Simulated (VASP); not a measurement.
# LaNbF2 (P4/nmm) in VASP: notebook

LaNbF2 is run at these levels: PBE; tasks: single point.

Program: VASP 6.6.1. These are calculated values, not measurements. Logs are shortened: lines on timing, memory, paths and dates and some standing lists are left out, and cuts for length are marked.

**1. The cell of the first run**

It takes space group P4/nmm (No. 129, tetragonal). The conventional cell has a = 3.703 Å, b = 3.703 Å, c = 10.278 Å, α = 90.00°, β = 90.00°, γ = 90.00°. La (site symmetry 4mm) has 8 F at 2.55 to 2.62 Å within 3.4 Å. Nb (site symmetry -4m2) has 4 Nb at 2.62 Å within 3.5 Å. F (site symmetry -4m2) has 4 La at 2.55 Å and 8 F at 2.62 to 2.64 Å within 3.4 Å. F (site symmetry 4mm) has 5 La at 2.62 to 3.64 Å and 8 F at 2.64 to 3.70 Å and 4 Nb at 3.75 Å within 3.8 Å.

**2. Single point, PBE**

INCAR reads:

```
  PREC = Accurate
  ENCUT = 520
  EDIFF = 1E-6
  ISMEAR = 0
  SIGMA = 0.2
  LREAL = F
  LASPH = T
  NELM = 60
  ALGO = Normal
  ISIF = 2
  LWAVE = F
  LCHARG = F
  GGA = PE
  NBANDS = 48
```

KPOINTS reads:

```
Automatic mesh
0
Gamma
  4 4 2
```

POSCAR reads:

```
LaNbF2
1.0
    3.7027547464      0.0000000000      0.0000000000
    0.0000000000      3.7027547464      0.0000000000
    0.0000000000      0.0000000000     10.2783622107
La Nb F
2 2 4
Direct
    0.5000000000      0.0000000000      0.8293171025
    0.0000000000      0.5000000000      0.1706828975
    0.5000000000      0.5000000000      0.5000000000
    0.0000000000      0.0000000000      0.5000000000
    0.5000000000      0.5000000000      0.0000000000
    0.0000000000      0.0000000000      0.0000000000
    0.5000000000      0.0000000000      0.1832265975
    0.0000000000      0.5000000000      0.8167734025
```

Potentials or basis: VASP PAW PBE potentials, release 64 (La, Nb_sv, F).

Launch:

```bash
> cat potpaw_PBE.64/La/POTCAR potpaw_PBE.64/Nb_sv/POTCAR potpaw_PBE.64/F/POTCAR > POTCAR
> mpirun -np 1 vasp_std > vasp.out
```

OUTCAR:

```text
PREC = Accurate
   ENCUT = 520
   EDIFF = 1E-6
   ISMEAR = 0
   LREAL = F
   LASPH = T
   NELM = 60
   ISIF = 2
   GGA = PE

 ion  position               nearest neighbor table
   1  0.500  0.000  0.829-   5 2.55   6 2.55   5 2.55   6 2.55   8 2.62   8 2.62   8 2.62   8 2.62

   2  0.000  0.500  0.171-   5 2.55   6 2.55   6 2.55   5 2.55   7 2.62   7 2.62   7 2.62   7 2.62

   3  0.500  0.500  0.500-   4 2.62   4 2.62   4 2.62   4 2.62
   4  0.000  0.000  0.500-   3 2.62   3 2.62   3 2.62   3 2.62
   5  0.500  0.500  0.000-   1 2.55   2 2.55   1 2.55   2 2.55
   6  0.000  0.000  0.000-   1 2.55   2 2.55   2 2.55   1 2.55
   7  0.500  0.000  0.183-   2 2.62   2 2.62   2 2.62   2 2.62
   8  0.000  0.500  0.817-   1 2.62   1 2.62   1 2.62   1 2.62

  LATTYP: Found a simple tetragonal cell.
 ALAT       =     3.7027547464
 C/A-ratio  =     2.7758690258

  Lattice vectors:

 A1 = (   3.7027547464,   0.0000000000,   0.0000000000)
 A2 = (   0.0000000000,   3.7027547464,   0.0000000000)
 A3 = (   0.0000000000,   0.0000000000,  10.2783622107)

Analysis of symmetry for initial positions (statically):
=====================================================================
 Subroutine PRICEL returns:
 Original cell was already a primitive cell.

 Routine SETGRP: Setting up the symmetry group for a
 simple tetragonal supercell.

 Subroutine GETGRP returns: Found 16 space group operations
 (whereof  8 operations were pure point group operations)
 out of a pool of 16 trial point group operations.

The static configuration has the point symmetry D_2d.
 The point group associated with its full space group is D_4h.

Analysis of symmetry for dynamics (positions and initial velocities):
=====================================================================
 Subroutine PRICEL returns:
 Original cell was already a primitive cell.

 Routine SETGRP: Setting up the symmetry group for a
 simple tetragonal supercell.

 Subroutine GETGRP returns: Found 16 space group operations
 (whereof  8 operations were pure point group operations)
 out of a pool of 16 trial point group operations.

The dynamic configuration has the point symmetry D_2d.
 The point group associated with its full space group is D_4h.

 Subroutine INISYM returns: Found 16 space group operations
 (whereof  8 operations are pure point group operations),
 and found     1 'primitive' translations

----------------------------------------------------------------------------------------

                                     Primitive cell

  volume of cell :     140.9204

  direct lattice vectors                    reciprocal lattice vectors
     3.702754746  0.000000000  0.000000000     0.270069197  0.000000000  0.000000000
     0.000000000  3.702754746  0.000000000     0.000000000  0.270069197  0.000000000
     0.000000000  0.000000000 10.278362211     0.000000000  0.000000000  0.097291765

  length of vectors
     3.702754746  3.702754746 10.278362211     0.270069197  0.270069197  0.097291765

  position of ions in fractional coordinates (direct lattice)
     0.500000000  0.000000000  0.829317102
     0.000000000  0.500000000  0.170682898
     0.500000000  0.500000000  0.500000000
     0.000000000  0.000000000  0.500000000
     0.500000000  0.500000000  0.000000000
     0.000000000  0.000000000  0.000000000
     0.500000000  0.000000000  0.183226598
     0.000000000  0.500000000  0.816773402

  ion indices of the primitive-cell ions
   primitive index   ion index
                 1           1
                 2           2
                 3           3
                 4           4
                 5           5
                 6           6
                 7           7
                 8           8

----------------------------------------------------------------------------------------

 KPOINTS: Automatic mesh

Automatic generation of k-mesh.
 Grid dimensions read from file:
 generate k-points for:    4    4    2

 Generating k-lattice:

  Cartesian coordinates                     Fractional coordinates (reciprocal lattice)
     0.067517299  0.000000000  0.000000000     0.250000000  0.000000000  0.000000000
     0.000000000  0.067517299  0.000000000     0.000000000  0.250000000  0.000000000
     0.000000000  0.000000000  0.048645882     0.000000000  0.000000000  0.500000000

  Length of vectors
     0.067517299  0.067517299  0.048645882

  Shift w.r.t. Gamma in fractional coordinates (k-lattice)
     0.000000000  0.000000000  0.000000000

 Subroutine IBZKPT returns following result:
 ===========================================

 Found     12 irreducible k-points:

 Following reciprocal coordinates:
            Coordinates               Weight
  0.000000  0.000000  0.000000      1.000000
  0.250000  0.000000  0.000000      4.000000
  0.500000  0.000000  0.000000      2.000000
  0.250000  0.250000  0.000000      4.000000
  0.500000  0.250000  0.000000      4.000000
  0.500000  0.500000  0.000000      1.000000
  0.000000  0.000000  0.500000      1.000000
  0.250000  0.000000  0.500000      4.000000
  0.500000  0.000000  0.500000      2.000000
  0.250000  0.250000  0.500000      4.000000
  0.500000  0.250000  0.500000      4.000000
  0.500000  0.500000  0.500000      1.000000
   k-points           NKPTS =     12   k-points in BZ     NKDIM =     12   number of bands    NBANDS=     48
   number of dos      NEDOS =    301   number of ions     NIONS =      8
   total plane-waves  NPLWV =  62720
   dimension x,y,z NGX =    28 NGY =   28 NGZ =   80
   dimension x,y,z NGXF=    56 NGYF=   56 NGZF=  160
   ions per type =               2   2   4
   NGX,Y,Z   is equivalent  to a cutoff of  12.57, 12.57, 12.94 a.u.
   NGXF,Y,Z  is equivalent  to a cutoff of  25.14, 25.14, 25.88 a.u.
 SYSTEM =  unknown system
   PREC   = accura    normal or accurate (medium, high low for compatibility)
   ISTART =      0    job   : 0-new  1-cont  2-samecut
   ICHARG =      2    charge: 1-file 2-atom 10-const
   ISPIN  =      1    spin polarized calculation?
   LNONCOLLINEAR =      F non collinear calculations
   LSORBIT =      F    spin-orbit coupling
   LASPH  =      T    aspherical Exc in radial PAW
   ENCUT  =  520.0 eV  38.22 Ry    6.18 a.u.   6.88  6.88 19.11*2*pi/ulx,y,z
   NELM   =     60;   NELMIN=  2; NELMDL= -5     # of ELM steps
   EDIFF  = 0.1E-05   stopping-criterion for ELM
   LREAL  =      F    real-space projection
   EDIFFG = 0.1E-04   stopping-criterion for IOM
   NSW    =      0    number of steps for IOM
   IBRION =     -1    ionic relax: 0-MD 1-quasi-New 2-CG
   NFREE  =      0    steps in history (QN), initial steepest desc. (CG)
   ISIF   =      2    stress and relaxation
   ISYM   =      2    0-nonsym 1-usesym 2-fastsym
   POTIM  = 0.5000    time-step for ionic-motion
   TEBEG  =    0.0;   TEEND  =   0.0 temperature during run
   PSTRESS=    0.0 pullay stress
   NELECT =      76.0000    total number of electrons
   NUPDOWN=      -1.0000    fix difference up-down
   EMIN   =  10.00;   EMAX   =-10.00  energy-range for DOS
   EFERMI =   0.00;   METHOD = LEGACY
   ISMEAR =     0;   SIGMA  =   0.20  broadening in eV -4-tet -1-fermi 0-gaus
   EFERMI_NEDOS =   21; number of points for ismear=-14 and -15
   IALGO  =     38    algorithm
   IMIX   =      4    mixing-type and parameters
     AMIX     =   0.40;   BMIX     =  1.00
     AMIX_MAG =   1.60;   BMIX_MAG =  1.00
  volume/ion in A,a.u.               =      17.62       118.87
  Fermi-wavevector in a.u.,A,eV,Ry     =   1.332564  2.518181 24.160232  1.775727
  Thomas-Fermi vector in A             =   2.461489
   LORBIT       =      0    0 simple, 1 ext, 2 COOP (PROOUT), +10 PAW based schemes
   GGA     = PE    functional components
   LHFCALC =     F    Hartree Fock is set to
   AEXX    =    0.0000 exact exchange contribution
   IVDW    =     0    specifies the selected vdW correction
   LEPSILON=     F    determine dielectric tensor
   LRPA    =     F    only Hartree local field effects (RPA)
 non-spin polarized calculation
 Gauss-broadening in eV      SIGMA  =   0.20
  energy-cutoff  :      520.00
  volume of cell :      140.92
 maximum number of plane-waves:      3806
 NGX is ok and might be reduce to    28
   NGX = 13   NGY = 13   NGZ = 39

 number of electron      75.9999966 magnetization

 Free energy of the ion-electron system (eV)
  ---------------------------------------------------
  ext. energy  EPLUGINS =         0.00000000
  ---------------------------------------------------
  free energy    TOTEN  =       -55.25459616 eV

  energy without entropy =      -55.12802219  energy(sigma->0) =      -55.19130918

 E-fermi :   8.2426     XC(G=0): -10.5875

 val. band max:        8.2131069425   @ k =   0.0000   0.0000   0.5000
 cond. band min:       8.2703104715   @ k =   0.5000   0.0000   0.0000
 fundamental gap:      0.0572035290
 Fermi energy:         8.2426369376

 k-point     1 :       0.0000    0.0000    0.0000
  band No.  band energies     occupation
      1     -46.4403      2.00000
      2     -45.9032      2.00000
      3     -25.6933      2.00000
      4     -25.6192      2.00000
      5     -23.1276      2.00000
      6     -23.1276      2.00000
[... 40 lines left out ...]
     47       9.5540      0.00000
     48       9.5702      0.00000

 k-point     2 :       0.2500    0.0000    0.0000
  band No.  band energies     occupation
      1     -46.3625      2.00000
      2     -45.9826      2.00000
      3     -25.6224      2.00000
      4     -25.5692      2.00000
      5     -22.9370      2.00000
      6     -22.9127      2.00000
[... 40 lines left out ...]
     47       9.4474      0.00000
     48       9.5186      0.00000

 k-point     3 :       0.5000    0.0000    0.0000
  band No.  band energies     occupation
      1     -46.1734      2.00000
      2     -46.1734      2.00000
      3     -25.5336      2.00000
      4     -25.5336      2.00000
      5     -22.4181      2.00000
      6     -22.4181      2.00000
[... 40 lines left out ...]
     47       9.4528      0.00000
     48       9.4655      0.00000

 k-point     4 :       0.2500    0.2500    0.0000
  band No.  band energies     occupation
      1     -46.3056      2.00000
      2     -46.0369      2.00000
      3     -25.5612      2.00000
      4     -25.5232      2.00000
      5     -23.2726      2.00000
      6     -22.5107      2.00000
[... 40 lines left out ...]
     47       9.4623      0.00000
     48       9.4869      0.00000

 k-point     5 :       0.5000    0.2500    0.0000
  band No.  band energies     occupation
      1     -46.1699      2.00000
      2     -46.1699      2.00000
      3     -25.4873      2.00000
      4     -25.4873      2.00000
      5     -23.1181      2.00000
      6     -23.1181      2.00000
[... 40 lines left out ...]
     47       9.4712      0.00000
     48       9.4994      0.00000

 k-point     6 :       0.5000    0.5000    0.0000
  band No.  band energies     occupation
      1     -46.1664      2.00000
      2     -46.1664      2.00000
      3     -25.4400      2.00000
      4     -25.4400      2.00000
      5     -23.4133      2.00000
      6     -23.4133      2.00000
[... 40 lines left out ...]
     47       9.5286      0.00000
     48       9.5472      0.00000

 k-point     7 :       0.0000    0.0000    0.5000
  band No.  band energies     occupation
      1     -46.4403      2.00000
      2     -45.9032      2.00000
      3     -25.6935      2.00000
      4     -25.6188      2.00000
      5     -23.1276      2.00000
      6     -23.1276      2.00000
[... 40 lines left out ...]
     47       9.5300      0.00000
     48       9.5558      0.00000

 k-point     8 :       0.2500    0.0000    0.5000
  band No.  band energies     occupation
      1     -46.3625      2.00000
      2     -45.9826      2.00000
      3     -25.6227      2.00000
      4     -25.5690      2.00000
      5     -22.9370      2.00000
      6     -22.9127      2.00000
[... 40 lines left out ...]
     47       9.4809      0.00000
     48       9.5347      0.00000

 k-point     9 :       0.5000    0.0000    0.5000
  band No.  band energies     occupation
      1     -46.1734      2.00000
      2     -46.1734      2.00000
      3     -25.5336      2.00000
      4     -25.5336      2.00000
      5     -22.4181      2.00000
      6     -22.4181      2.00000
[... 40 lines left out ...]
     47       9.4891      0.00000
     48       9.4989      0.00000

 k-point    10 :       0.2500    0.2500    0.5000
  band No.  band energies     occupation
      1     -46.3056      2.00000
      2     -46.0369      2.00000
      3     -25.5614      2.00000
      4     -25.5230      2.00000
      5     -23.2726      2.00000
      6     -22.5107      2.00000
[... 40 lines left out ...]
     47       9.4750      0.00000
     48       9.4897      0.00000

 k-point    11 :       0.5000    0.2500    0.5000
  band No.  band energies     occupation
      1     -46.1699      2.00000
      2     -46.1699      2.00000
      3     -25.4873      2.00000
      4     -25.4873      2.00000
      5     -23.1181      2.00000
      6     -23.1181      2.00000
[... 40 lines left out ...]
     47       9.4796      0.00000
     48       9.4995      0.00000

 k-point    12 :       0.5000    0.5000    0.5000
  band No.  band energies     occupation
      1     -46.1664      2.00000
      2     -46.1664      2.00000
      3     -25.4400      2.00000
      4     -25.4400      2.00000
      5     -23.4133      2.00000
      6     -23.4133      2.00000
[... 40 lines left out ...]
     47       9.5090      0.00000
     48       9.5157      0.00000

------------------------ aborting loop because EDIFF is reached ----------------------------------------

  FORCE on cell =-STRESS in cart. coord.  units (eV):
  Direction    XX          YY          ZZ          XY          YZ          ZX
  --------------------------------------------------------------------------------------
  -------------------------------------------------------------------------------------
  Total       -0.2667307     -0.2667307     -0.1337374      0.0000000      0.0000000      0.0000000
  in kB       -3.0325628     -3.0325628     -1.5205114      0.0000000      0.0000000      0.0000000
  external PRESSURE =      -2.5285457 kB  Pullay stress =       0.0000000 kB

 VOLUME and BASIS-vectors are now :
 -----------------------------------------------------------------------------
  energy-cutoff  :      520.00
  volume of cell :      140.92
      direct lattice vectors                 reciprocal lattice vectors
     3.702754746  0.000000000  0.000000000     0.270069197  0.000000000  0.000000000
     0.000000000  3.702754746  0.000000000     0.000000000  0.270069197  0.000000000
     0.000000000  0.000000000 10.278362211     0.000000000  0.000000000  0.097291765

 POSITION                                       TOTAL-FORCE (eV/Angst)
 -----------------------------------------------------------------------------------
      1.85138      0.00000      8.52402         0.000000     -0.000000      0.016676
      0.00000      1.85138      1.75434        -0.000000     -0.000000     -0.016676
      1.85138      1.85138      5.13918         0.000000      0.000000      0.000000
      0.00000      0.00000      5.13918        -0.000000     -0.000000      0.000000
      1.85138      1.85138      0.00000         0.000000      0.000000      0.000000
      0.00000      0.00000      0.00000        -0.000000     -0.000000      0.000000
      1.85138      0.00000      1.88327         0.000000     -0.000000     -0.017585
      0.00000      1.85138      8.39509        -0.000000     -0.000000      0.017585
 -----------------------------------------------------------------------------------
    total drift:                                0.000000      0.000000      0.000000

  FREE ENERGIE OF THE ION-ELECTRON SYSTEM (eV)
  ---------------------------------------------------
  free  energy   TOTEN  =       -55.2545961636 eV

  energy  without entropy=      -55.1280221865  energy(sigma->0) =      -55.19130918
```

Run time: 2 min. Hardware: 1 thread of Intel Xeon Platinum 8259CL at 2.50GHz (Skylake/Cascade Lake), shared host; peak memory 0.28 GiB.

What came out:

```
Free energy            : -55.2546 eV
Pressure               : -0.3 GPa
Largest force          : 0.018 eV/Å
Band gap on the k mesh : zero (bands 38 and 39 overlap by 0.68 eV)
```

Forces in eV/Å, atoms in the order of the input:
```
La   0.000  0.000  0.017
La   0.000  0.000 -0.017
Nb   0.000  0.000  0.000
Nb   0.000  0.000  0.000
F    0.000  0.000  0.000
F    0.000  0.000  0.000
F    0.000  0.000 -0.018
F    0.000  0.000  0.018
```

Stress tensor (GPa, compression positive):
```
-0.30  0.00  0.00
 0.00 -0.30  0.00
 0.00  0.00 -0.15
```

Levels at points of the mesh, in eV from the Fermi level:
```
           k point  band 36  band 37  band 38  band 39  band 40  band 41
(0.00, 0.00, 0.00)    -1.49    -0.63    -0.58    -0.58    -0.07     0.13
(0.50, 0.00, 0.00)    -0.78     0.03     0.03     0.78     0.78     0.85
(0.50, 0.50, 0.00)    -1.82    -0.20    -0.20     0.94     0.94     0.95
(0.00, 0.00, 0.50)    -1.36    -0.57    -0.57    -0.53    -0.33    -0.03
(0.50, 0.00, 0.50)    -0.79     0.04     0.04     0.78     0.78     0.85
(0.50, 0.50, 0.50)    -1.82    -0.03    -0.03     0.83     0.83     0.95
```

Caveat: the k points lie up to 0.42 Å⁻¹ apart, too coarse for converged energies and pressures of a metal; spin-orbit coupling is left out, which moves the levels of the heavy elements.

**3. Single point, PBE**

This run uses another cell than the first one, of 17.68 Å³/atom.

INCAR reads:

```
SYSTEM = LaNbF2
PREC     = Accurate       ! precision mode
ENCUT    = 520            ! plane-wave cutoff, eV
EDIFF    = 1E-6           ! SCF threshold, eV
ISMEAR   = 0              ! smearing method
SIGMA    = 0.2            ! smearing width, eV
LREAL    = .FALSE.        ! projectors in reciprocal space
LASPH    = .TRUE.         ! aspherical terms in the spheres
NELM     = 60             ! most SCF steps
ALGO     = Normal         ! electronic algorithm
ISIF     = 2              ! what is computed and relaxed
LWAVE    = .FALSE.        ! write WAVECAR
LCHARG   = .TRUE.         ! write CHGCAR
GGA      = PE             ! functional
LELF     = .TRUE.         ! ELF
LVHAR    = .TRUE.       
NBANDS   = 48             ! bands
```

KPOINTS reads:

```
regular mesh
0
G
  6 6 2
  0 0 0
```

POSCAR reads:

```
LaNbF2
1.0
    3.6898399884      0.0000000000      0.0000000000
    0.0000000000      3.6898399884      0.0000000000
    0.0000000000      0.0000000000     10.3872301638
La Nb F
2 2 4
Direct
    0.5000000000      0.0000000000      0.8305523918
    0.0000000000      0.5000000000      0.1694476082
    0.5000000000      0.5000000000      0.5000000000
    0.0000000000      0.0000000000      0.5000000000
    0.5000000000      0.5000000000      0.0000000000
    0.0000000000      0.0000000000      0.0000000000
    0.5000000000      0.0000000000      0.1830333263
    0.0000000000      0.5000000000      0.8169666737
```

Potentials or basis: VASP PAW PBE potentials, release 64 (La, Nb_sv, F).

Launch:

```bash
> cat potpaw_PBE.64/La/POTCAR potpaw_PBE.64/Nb_sv/POTCAR potpaw_PBE.64/F/POTCAR > POTCAR
> mpirun -np 1 vasp_std > vasp.out
```

Run time: 2.7 min. Hardware: 1 thread of Intel Xeon Platinum 8259CL at 2.50GHz (Skylake/Cascade Lake), shared host; peak memory 0.31 GiB.

Results (log left out):

```
Free energy            : -55.2556 eV
Pressure               : 0.1 GPa
Band gap on the k mesh : zero (bands 38 and 39 overlap by 0.73 eV)
```

Stress tensor (GPa, compression positive):
```
 0.28  0.00  0.00
 0.00  0.28  0.00
 0.00  0.00 -0.30
```

Levels at points of the mesh, in eV from the Fermi level:
```
           k point  band 36  band 37  band 38  band 39  band 40  band 41
(0.00, 0.00, 0.00)    -1.54    -0.64    -0.58    -0.58    -0.14     0.11
(0.50, 0.00, 0.00)    -0.79     0.04     0.04     0.85     0.85     0.87
(0.50, 0.50, 0.00)    -1.78    -0.17    -0.17     0.96     0.96     0.97
(0.00, 0.00, 0.50)    -1.43    -0.57    -0.57    -0.55    -0.39    -0.02
(0.50, 0.00, 0.50)    -0.80     0.05     0.05     0.85     0.85     0.87
(0.50, 0.50, 0.50)    -1.78     0.00     0.00     0.84     0.84     0.97
```

Caveat: spin-orbit coupling is left out, which moves the levels of the heavy elements.

The gap in the log of VASP goes by the Fermi energy; the results here count the filled bands.